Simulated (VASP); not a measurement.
**HfO2: dielectric tensor with r2SCAN**

Crystal: HfO2.

```
CELL_PARAMETERS angstrom
0.00000 2.47860 2.54864
2.47860 0.00000 2.54864
2.47860 2.47860 0.00000
ATOMIC_POSITIONS crystal
Hf 0.00000 0.00000 0.00000
O 0.25000 0.25000 0.25000
O 0.75000 0.75000 0.75000
```

This cell differs from its parent crystal: epitaxial xy strain -2.0%.

- Program: VASP 6.6.1
- Task: dielectric tensor
- Functional: r2SCAN
- Potentials or basis: VASP PAW PBE potentials, release 64 (Hf_pv, O)
- Cutoff: 520 eV
- k mesh: 8 × 8 × 8
- Occupations: gaussian, width 0.01 eV
- Spin: no spin polarisation
- Dipole correction: no
- Further INCAR settings: ALGO = Normal; EDIFF = 1e-08

- Band gap on the k mesh: 4.19 eV (least direct gap 4.26 eV)
- Electronic dielectric tensor (diagonal): 4.80, 4.80, 4.99
- Born charges (mean of the diagonal): Hf +5.49; O -2.74 e

Levels at points of the mesh, in eV from the valence-band top:
```
           k point  band 9  band 10  band 11  band 12  band 13  band 14
(0.00, 0.00, 0.00)   -1.03    -0.64    -0.64     4.19     4.55     6.72
(0.50, 0.00, 0.00)   -3.01    -2.06    -2.04     5.07     5.21     7.74
(0.50, 0.50, 0.00)   -1.64    -1.64    -0.32     4.29     6.12     7.12
(0.50, 0.00, 0.50)   -2.04    -1.51     0.00     4.26     6.15     7.59
```

Electronic dielectric tensor:
```
4.80 0.00 0.00
0.00 4.80 0.00
0.00 0.00 4.99
```

Born effective charge tensors (e):
atom 1, Hf
```
5.42 0.00 0.00
0.00 5.42 0.00
0.00 0.00 5.62
```
atom 2, O
```
-2.71  0.00  0.00
 0.00 -2.71  0.00
 0.00  0.00 -2.81
```
atom 3, O
```
-2.71  0.00  0.00
 0.00 -2.71  0.00
 0.00  0.00 -2.81
```

Dipole moments of the cell (e·Å, modulo the quantum): ionic 0.000, 0.000, 0.000; electronic 0.000, 0.000, 0.007

Run time: 37 min on 1 thread of Intel(R) Xeon(R) 6975P-C (Granite Rapids), with other jobs on the host, peak memory 0.6 GiB.

Caveat: the cell differs from its parent crystal (epitaxial xy strain -2.0%); spin-orbit coupling is left out, which moves the levels of the heavy elements. A k mesh can miss the band edges.
